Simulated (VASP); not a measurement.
# Zn3Bi2 (P4/mmm) in VASP: further runs

Runs on Zn3Bi2. Level: PBE. Tasks: relaxation of cell and atoms, single point.

Program: VASP 6.6.1. These are calculated values, not measurements. Logs are shortened: lines on timing, memory, paths and dates and some standing lists are left out, and cuts for length are marked.

**1. The cell of the first run**

Symmetry: P4/mmm, No. 123, tetragonal system. The conventional cell has a = 3.646 Å, b = 3.646 Å, c = 9.119 Å, α = 90.00°, β = 90.00°, γ = 90.00°. Within 4.1 Å of Zn (site symmetry 4/mmm) lie 8 Bi at 3.12 Å and 4 Zn at 3.65 Å. Zn (site symmetry 4/mmm) has 4 Zn at 2.58 Å within 3.4 Å. Within 3.4 Å of Zn (site symmetry 4/mmm) lie 4 Zn at 2.58 Å and 2 Bi at 2.81 Å. Bi (site symmetry 4mm) has 9 Zn at 2.81 to 3.81 Å and 5 Bi at 3.50 to 3.65 Å within 3.9 Å.

The cell was generated, and may not be a known phase.

**2. Relaxation of cell and atoms, PBE**

INCAR reads:

```
SYSTEM = Zn3Bi2
ALGO = Fast
EDIFF = 1E-6
EDIFFG = -0.04
ENCUT = 600
GGA = PE
IBRION = 2
ISIF = 3
ISMEAR = 0
LASPH = .True.
LCHARG = .False.
LREAL = .False.
LWAVE = .False.
NELM = 60
NSW = 90
PREC = Accurate
SIGMA = 0.1
```

KPOINTS reads:

```
k-points
0
Gamma
  6 6 2
  0 0 0
```

POSCAR reads:

```
Zn3Bi2
1.0
    3.6462501696      0.0000000000      0.0000000000
    0.0000000000      3.6462501696      0.0000000000
    0.0000000000      0.0000000000      9.1187533446
Zn Bi
3 2
Direct
    0.0000000000      0.0000000000      0.0000000000
    0.0000000000      0.0000000000      0.5000000000
    0.5000000000      0.5000000000      0.5000000000
    0.5000000000      0.5000000000      0.1921131864
    0.5000000000      0.5000000000      0.8078868136
```

Potentials or basis: VASP PAW PBE potentials, release 64 (Zn, Bi_d).

Command:

```sh
$ cat potpaw_PBE.64/Zn/POTCAR potpaw_PBE.64/Bi_d/POTCAR > POTCAR
$ mpirun -np 1 vasp_std > vasp.out
```

OUTCAR:

```text
SYSTEM = Zn3Bi2
   EDIFF = 1E-6
   EDIFFG = -0.04
   ENCUT = 600
   GGA = PE
   IBRION = 2
   ISIF = 3
   ISMEAR = 0
   LASPH = .True.
   LREAL = .False.
   NELM = 60
   NSW = 90
   PREC = Accurate

 ion  position               nearest neighbor table
   1  0.000  0.000  0.000-   4 3.12   5 3.12   4 3.12   5 3.12   4 3.12   5 3.12   4 3.12   5 3.12

   2  0.000  0.000  0.500-   3 2.58   3 2.58   3 2.58   3 2.58
   3  0.500  0.500  0.500-   2 2.58   2 2.58   2 2.58   2 2.58   5 2.81   4 2.81
   4  0.500  0.500  0.192-   3 2.81   1 3.12   1 3.12   1 3.12   1 3.12   5 3.50
   5  0.500  0.500  0.808-   3 2.81   1 3.12   1 3.12   1 3.12   1 3.12   4 3.50

  LATTYP: Found a simple tetragonal cell.
 ALAT       =     3.6462501696
 C/A-ratio  =     2.5008578459

  Lattice vectors:

 A1 = (   3.6462501696,   0.0000000000,   0.0000000000)
 A2 = (   0.0000000000,   3.6462501696,   0.0000000000)
 A3 = (   0.0000000000,   0.0000000000,   9.1187533446)

Analysis of symmetry for initial positions (statically):
=====================================================================
 Subroutine PRICEL returns:
 Original cell was already a primitive cell.

 Routine SETGRP: Setting up the symmetry group for a
 simple tetragonal supercell.

 Subroutine GETGRP returns: Found 16 space group operations
 (whereof 16 operations were pure point group operations)
 out of a pool of 16 trial point group operations.

The static configuration has the point symmetry D_4h.

Analysis of symmetry for dynamics (positions and initial velocities):
=====================================================================
 Subroutine PRICEL returns:
 Original cell was already a primitive cell.

 Routine SETGRP: Setting up the symmetry group for a
 simple tetragonal supercell.

 Subroutine GETGRP returns: Found 16 space group operations
 (whereof 16 operations were pure point group operations)
 out of a pool of 16 trial point group operations.

The dynamic configuration has the point symmetry D_4h.

 Subroutine INISYM returns: Found 16 space group operations
 (whereof 16 operations are pure point group operations),
 and found     1 'primitive' translations

----------------------------------------------------------------------------------------

                                     Primitive cell

  volume of cell :     121.2351

  direct lattice vectors                    reciprocal lattice vectors
     3.646250170  0.000000000  0.000000000     0.274254358  0.000000000  0.000000000
     0.000000000  3.646250170  0.000000000     0.000000000  0.274254358  0.000000000
     0.000000000  0.000000000  9.118753345     0.000000000  0.000000000  0.109664113

  length of vectors
     3.646250170  3.646250170  9.118753345     0.274254358  0.274254358  0.109664113

  position of ions in fractional coordinates (direct lattice)
     0.000000000  0.000000000  0.000000000
     0.000000000  0.000000000  0.500000000
     0.500000000  0.500000000  0.500000000
     0.500000000  0.500000000  0.192113186
     0.500000000  0.500000000  0.807886814

  ion indices of the primitive-cell ions
   primitive index   ion index
                 1           1
                 2           2
                 3           3
                 4           4
                 5           5

----------------------------------------------------------------------------------------

 KPOINTS: k-points

Automatic generation of k-mesh.
 Grid dimensions read from file:
 generate k-points for:    6    6    2

 Generating k-lattice:

  Cartesian coordinates                     Fractional coordinates (reciprocal lattice)
     0.045709060  0.000000000  0.000000000     0.166666667  0.000000000  0.000000000
     0.000000000  0.045709060  0.000000000     0.000000000  0.166666667  0.000000000
     0.000000000  0.000000000  0.054832057     0.000000000  0.000000000  0.500000000

  Length of vectors
     0.045709060  0.045709060  0.054832057

  Shift w.r.t. Gamma in fractional coordinates (k-lattice)
     0.000000000  0.000000000  0.000000000

 Subroutine IBZKPT returns following result:
 ===========================================

 Found     20 irreducible k-points:

 Following reciprocal coordinates:
            Coordinates               Weight
  0.000000  0.000000  0.000000      1.000000
  0.166667  0.000000  0.000000      4.000000
  0.333333  0.000000  0.000000      4.000000
  0.500000  0.000000  0.000000      2.000000
  0.166667  0.166667  0.000000      4.000000
  0.333333  0.166667  0.000000      8.000000
[... 12 lines left out ...]
  0.500000  0.333333  0.500000      4.000000
  0.500000  0.500000  0.500000      1.000000
   k-points           NKPTS =     20   k-points in BZ     NKDIM =     20   number of bands    NBANDS=     39
   number of dos      NEDOS =    301   number of ions     NIONS =      5
   total plane-waves  NPLWV =  72000
   dimension x,y,z NGX =    30 NGY =   30 NGZ =   80
   dimension x,y,z NGXF=    60 NGYF=   60 NGZF=  160
   ions per type =               3   2
   NGX,Y,Z   is equivalent  to a cutoff of  13.68, 13.68, 14.58 a.u.
   NGXF,Y,Z  is equivalent  to a cutoff of  27.36, 27.36, 29.17 a.u.
 SYSTEM =  Zn3Bi2
   PREC   = accura    normal or accurate (medium, high low for compatibility)
   ISTART =      0    job   : 0-new  1-cont  2-samecut
   ICHARG =      2    charge: 1-file 2-atom 10-const
   ISPIN  =      1    spin polarized calculation?
   LNONCOLLINEAR =      F non collinear calculations
   LSORBIT =      F    spin-orbit coupling
   LASPH  =      T    aspherical Exc in radial PAW
   ENCUT  =  600.0 eV  44.10 Ry    6.64 a.u.   7.28  7.28 18.21*2*pi/ulx,y,z
   NELM   =     60;   NELMIN=  2; NELMDL= -5     # of ELM steps
   EDIFF  = 0.1E-05   stopping-criterion for ELM
   LREAL  =      F    real-space projection
   EDIFFG = -.4E-01   stopping-criterion for IOM
   NSW    =     90    number of steps for IOM
   IBRION =      2    ionic relax: 0-MD 1-quasi-New 2-CG
   NFREE  =      1    steps in history (QN), initial steepest desc. (CG)
   ISIF   =      3    stress and relaxation
   ISYM   =      2    0-nonsym 1-usesym 2-fastsym
   POTIM  = 0.5000    time-step for ionic-motion
   TEBEG  =    0.0;   TEEND  =   0.0 temperature during run
   PSTRESS=    0.0 pullay stress
   NELECT =      66.0000    total number of electrons
   NUPDOWN=      -1.0000    fix difference up-down
   EMIN   =  10.00;   EMAX   =-10.00  energy-range for DOS
   EFERMI =   0.00;   METHOD = LEGACY
   ISMEAR =     0;   SIGMA  =   0.10  broadening in eV -4-tet -1-fermi 0-gaus
   EFERMI_NEDOS =   21; number of points for ismear=-14 and -15
   IALGO  =     68    algorithm
   IMIX   =      4    mixing-type and parameters
     AMIX     =   0.40;   BMIX     =  1.00
     AMIX_MAG =   1.60;   BMIX_MAG =  1.00
  volume/ion in A,a.u.               =      24.25       163.63
  Fermi-wavevector in a.u.,A,eV,Ry     =   1.336739  2.526071 24.311865  1.786872
  Thomas-Fermi vector in A             =   2.465342
   LORBIT       =      0    0 simple, 1 ext, 2 COOP (PROOUT), +10 PAW based schemes
   GGA     = PE    functional components
   LHFCALC =     F    Hartree Fock is set to
   AEXX    =    0.0000 exact exchange contribution
   IVDW    =     0    specifies the selected vdW correction
   LEPSILON=     F    determine dielectric tensor
   LRPA    =     F    only Hartree local field effects (RPA)
 conjugate gradient relaxation of ions
 non-spin polarized calculation
 RMM-DIIS sequential band-by-band and
 Gauss-broadening in eV      SIGMA  =   0.10
  energy-cutoff  :      600.00
  volume of cell :      121.24
 maximum number of plane-waves:      4101
 NGX is ok and might be reduce to    30
   NGX = 15   NGY = 15   NGZ = 37

--------------------------------------- Ionic step        1  -------------------------------------------

 number of electron      65.9999940 magnetization

 Free energy of the ion-electron system (eV)
  ---------------------------------------------------
  ext. energy  EPLUGINS =         0.00000000
  ---------------------------------------------------
  free energy    TOTEN  =       -10.10240327 eV

  energy without entropy =      -10.09766423  energy(sigma->0) =      -10.10003375

------------------------ aborting loop because EDIFF is reached ----------------------------------------

  FORCE on cell =-STRESS in cart. coord.  units (eV):
  Direction    XX          YY          ZZ          XY          YZ          ZX
  --------------------------------------------------------------------------------------
  -------------------------------------------------------------------------------------
  Total       -1.0106448     -1.0106448      2.4856450      0.0000000      0.0000000     -0.0000000
  in kB      -13.3561334    -13.3561334     32.8489349      0.0000000      0.0000000     -0.0000000
  external PRESSURE =       2.0455561 kB  Pullay stress =       0.0000000 kB
[... 219 lines left out ...]
  energy  without entropy=      -10.1541410625  energy(sigma->0) =      -10.15724418

--------------------------------------- Ionic step        7  -------------------------------------------

 number of electron      65.9999986 magnetization

 Free energy of the ion-electron system (eV)
  ---------------------------------------------------
  ext. energy  EPLUGINS =         0.00000000
  ---------------------------------------------------
  free energy    TOTEN  =       -10.16114680 eV

  energy without entropy =      -10.15453231  energy(sigma->0) =      -10.15783956

 E-fermi :   4.6963     XC(G=0): -10.1805

 val. band max:        4.5228764527   @ k =   0.1667   0.0000   0.0000
 cond. band min:       4.7458488679   @ k =   0.5000   0.0000   0.5000
 fundamental gap:      0.2229724152
 Fermi energy:         4.6963356027

 k-point     1 :       0.0000    0.0000    0.0000
  band No.  band energies     occupation
      1     -18.2411      2.00000
      2     -18.2380      2.00000
      3     -18.1953      2.00000
      4     -18.1337      2.00000
      5     -18.1276      2.00000
      6     -18.1276      2.00000
[... 861 lines left out ...]
  FREE ENERGIE OF THE ION-ELECTRON SYSTEM (eV)
  ---------------------------------------------------
  free  energy   TOTEN  =       -10.1611467990 eV

  energy  without entropy=      -10.1545323141  energy(sigma->0) =      -10.15783956

 reached required accuracy - stopping structural energy minimisation
```

Wall time 12 min (1 thread of Intel Xeon Platinum 8375C at 2.90GHz (Ice Lake), shared host); peak memory 0.32 GiB.

Results:

| Property | Result |
| --- | --- |
| Free energy | -10.1611 eV |
| Relaxed volume | 24.31 Å³/atom |
| Relaxed cell | a = 3.593 Å, b = 3.593 Å, c = 9.415 Å, α = 90.00°, β = 90.00°, γ = 90.00° |
| Space group after relaxing (to 0.1 Å) | P4/mmm (No. 123) |
| Energy gained by relaxing | 11.7 meV/atom |
| Ionic steps | 7 |
| Pressure after relaxing | 0.1 GPa |
| Largest force after relaxing | 0.024 eV/Å |
| Band gap on the k mesh | zero (bands 33 and 34 overlap by 3.72 eV) |

Forces in eV/Å, atoms in the order of the input:
```
Zn   0.000  0.000  0.000
Zn   0.000  0.000  0.000
Zn   0.000  0.000  0.000
Bi   0.000  0.000 -0.024
Bi   0.000  0.000  0.024
```

The path:
```tsv
step	energy change (eV)	largest force (eV/Å)	pressure (GPa)	volume (Å³)
1	0.0000	0.1694	0.20	121.24
2	-0.0518	0.1155	-0.07	121.73
3	-0.0567	0.0910	-0.13	121.93
4	-0.0567	0.0972	-0.13	121.92
5	-0.0577	0.0657	0.02	121.56
6	-0.0579	0.0410	0.19	121.20
7	-0.0587	0.0236	0.08	121.53
```

Final structure:
```cif
data_structure
_symmetry_space_group_name_H-M 'P 1'
_symmetry_Int_Tables_number 1
_cell_length_a 3.5928
_cell_length_b 3.5928
_cell_length_c 9.4149
_cell_angle_alpha 90.000
_cell_angle_beta 90.000
_cell_angle_gamma 90.000
_cell_volume 121.53
loop_
_atom_site_label
_atom_site_type_symbol
_atom_site_fract_x
_atom_site_fract_y
_atom_site_fract_z
_atom_site_occupancy
Zn1 Zn 0.00000 0.00000 0.00000 1
Zn2 Zn 0.00000 0.00000 0.50000 1
Zn3 Zn 0.50000 0.50000 0.50000 1
Bi1 Bi 0.50000 0.50000 0.18910 1
Bi2 Bi 0.50000 0.50000 0.81090 1
```

Levels at points of the mesh, in eV from the Fermi level:
```csv
k point,band 29,band 30,band 31,band 32,band 33,band 34,band 35,band 36,band 37,band 38
"(0.00, 0.00, 0.00)",-3.60,-2.53,0.88,0.88,2.40,2.48,2.48,3.20,3.38,3.38
"(0.50, 0.00, 0.00)",-5.07,-4.13,-3.89,-1.17,-0.41,1.43,2.47,2.87,3.59,5.79
"(0.50, 0.50, 0.00)",-3.67,-2.26,-1.92,-1.87,-1.87,-1.26,-1.26,-0.81,0.69,1.52
"(0.00, 0.00, 0.50)",-5.23,0.19,0.43,1.04,1.04,1.93,1.93,3.92,3.99,3.99
"(0.50, 0.00, 0.50)",-4.92,-4.42,-3.16,-2.92,0.05,2.43,2.98,3.43,3.84,4.51
"(0.50, 0.50, 0.50)",-3.49,-2.55,-2.55,-1.88,-1.50,-1.32,-0.96,-0.51,-0.51,2.28
```

Caveat: spin-orbit coupling is left out, which moves the levels of the heavy elements.

(Part 1 of 2 ends here.)

The gap in the log of VASP goes by the Fermi energy; the results here count the filled bands.